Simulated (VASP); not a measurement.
Runs of VASP 6.6.1 on Tl. The structure is that of space group Im-3m (No. 229), or close to it. The cells are those of the table. This isn't the form of Tl at room conditions, which is hcp.

```csv
task,level,potentials or basis,spin,cell,gap on the mesh (eV),pressure (GPa)
single point,revPBE,"VASP PAW PBE potentials, release 64 (Tl_d)",off,"a = 3.316 Å, angles 109.5°, 1 atom",none,5.4
single point,PBEsol,"VASP PAW PBE potentials, release 64 (Tl_d)",off,"a = 3.362 Å, angles 109.5°, 1 atom",none,-0.8
electric field gradients,r2SCAN,"VASP PAW PBE potentials, release 64 (Tl_d)",off,"a = 3.362 Å, angles 109.5°, 1 atom",none,(a)
electric field gradients,LDA,"VASP PAW LDA potentials, release 64 (Tl_d)",off,"a = 3.362 Å, angles 109.5°, 1 atom",none,(b)
single point,PBE,"VASP PAW PBE potentials, release 64 (Tl_d)","non-collinear, zero start, SOC","a = 3.362 Å, angles 109.5°, 1 atom",-,1.9
```

Alike in all rows: k mesh 13 × 13 × 13; cutoff (eV) 520; smearing fermi-dirac 0.05 eV.

Q: Fill in the values left out.

A: (a) 0.9; (b) -2.4.

Caveats: spin-orbit coupling is left out, which moves the levels of the heavy elements (at least some runs); the PAW data sets were made with another functional, which shifts forces and pressure a little (at least some runs); the cell stands under pressure (at least some runs).

A k mesh can miss the band edges, and rows without SOC leave out spin-orbit coupling on Tl.

A gap of «none» marks levels without a gap at the run's occupations.
